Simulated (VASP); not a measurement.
Set up this calculation in VASP 6.6.1, as the native input.

| Quantity | Value |
| --- | --- |
| Task | single point |
| Functional | PBE |
| Dispersion | D3(BJ) |
| Potentials or basis | VASP PAW PBE potentials, release 64 (Al) |
| Cutoff | 520 eV |
| k mesh | 18 × 18 × 4 |
| Occupations | gaussian, width 0.15 eV |
| Spin | no spin polarisation |
| Dipole correction | no |
| Further INCAR settings | ALGO = Normal; EDIFF = 1e-07; NBANDS = 14 |

The structure of Al lies in POSCAR:

```
Al
1.0
    2.6174000000      0.0000000000      0.0000000000
   -1.3087000000      2.2667348919      0.0000000000
    0.0000000000      0.0000000000      9.6403000000
Al
4
Direct
    0.0000000000      0.0000000000      0.0000000000
    0.3333333333      0.6666666667      0.2500000000
    0.0000000000      0.0000000000      0.5000000000
    0.6666666667      0.3333333333      0.7500000000
```

This isn't the form of Al at room conditions, which is fcc.

The input as run:

INCAR

```
SYSTEM = Al
ALGO = Normal
EDIFF = 1E-7
ENCUT = 520
GGA = PE
ISIF = 2
ISMEAR = 0
IVDW = 12
LASPH = .TRUE.
LCHARG = .FALSE.
LREAL = .FALSE.
LWAVE = .FALSE.
NBANDS = 14
NELM = 100
PREC = Accurate
SIGMA = 0.15
```

KPOINTS

```
k-points
0
G
  18 18 4
  0 0 0
```

Potentials or basis: VASP PAW PBE potentials, release 64 (Al).

Launch:

```console
$ cat potpaw_PBE.64/Al/POTCAR > POTCAR
$ mpirun -np 1 vasp_std > vasp.out
```

Results of the run:

| Property | Result |
| --- | --- |
| Pressure | 13.5 GPa |
| Band gap on the k mesh | zero (bands 6 and 7 overlap by 4.19 eV) |
| Dispersion energy per atom | -0.391 eV |

Caveat: the stress differs along the axes, from 2 to 19 GPa.

Wall time 120 s on 1 thread of Intel Xeon 8259CL (shared host), peak memory 0.22 GiB.
